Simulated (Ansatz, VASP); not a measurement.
**Cu: VASP beside Ansatz**

Contents of INCAR:

```
ALGO = Fast
EDIFF = 1E-6
ENCUT = 520
GGA = PS
ISIF = 2
ISMEAR = 0
LASPH = True
LCHARG = False
LREAL = False
LWAVE = False
NBANDS = 12
NELM = 80
PREC = Accurate
SIGMA = 0.15
```

The input KPOINTS:

```
k-points
0
Gamma
  22 22 22
```

The input POSCAR:

```
Cu
1.0
    0.0000000000      1.7984625000      1.8075000000
    1.7984625000      0.0000000000      1.8075000000
    1.7984625000      1.7984625000      0.0000000000
Cu
1
Direct
    0.0000000000      0.0000000000      0.0000000000
```

Input for Ansatz:

```yaml
crystal:
  lattice:
    - [0.0, 1.7984625, 1.8075]
    - [1.7984625, 0.0, 1.8075]
    - [1.7984625, 1.7984625, 0.0]
  atoms:
    - { symbol: Cu, position: [0.0, 0.0, 0.0] }
basis:
  ecutwfc: 420
kpoints:
  mp_grid: { grid: [22, 22, 22] }
hamiltonian:
  xc: pbesol
scf:
  occupations: { method: gaussian, width: 0.15 }
output:
  forces: true
  stress: true
  eigenvalues: true
```

Change from the starting cell: strain -0.0050 x Voigt [1, 1, 0, 0, 0, 0], atoms carried along.

Alike in both runs: task single point; functional PBEsol; k mesh 22 × 22 × 22; occupations gaussian, width 0.15 eV; no spin polarisation.

|  | VASP | Ansatz |
| --- | --- | --- |
| version | VASP 6.6.1 | Ansatz 0.2.0 |
| potentials or method | VASP PAW PBE potentials, release 64 (Cu), cutoff 520 eV | scalar-relativistic, plane waves, PAW |
| valence electrons in the cell | 11 | 19 |

```tsv
	VASP	Ansatz	Ansatz less VASP
gap on the k mesh at the Fermi level (eV)	none	none	-
pressure (GPa)	-4.5	-5.1	-0.58
traceless stress, the component that is largest in VASP (GPa)	-0.20	-0.20	-0.006
```

VASP's potentials were made for PBE, not for PBEsol. A gap of «none» marks a metal or a gap that the smearing closes. With one functional, cell and mesh, what is left measures potentials, basis and numerics. VASP's potentials hold 11 valence electrons a cell and Ansatz's 19, so a difference there can come from the potentials and not from the codes.
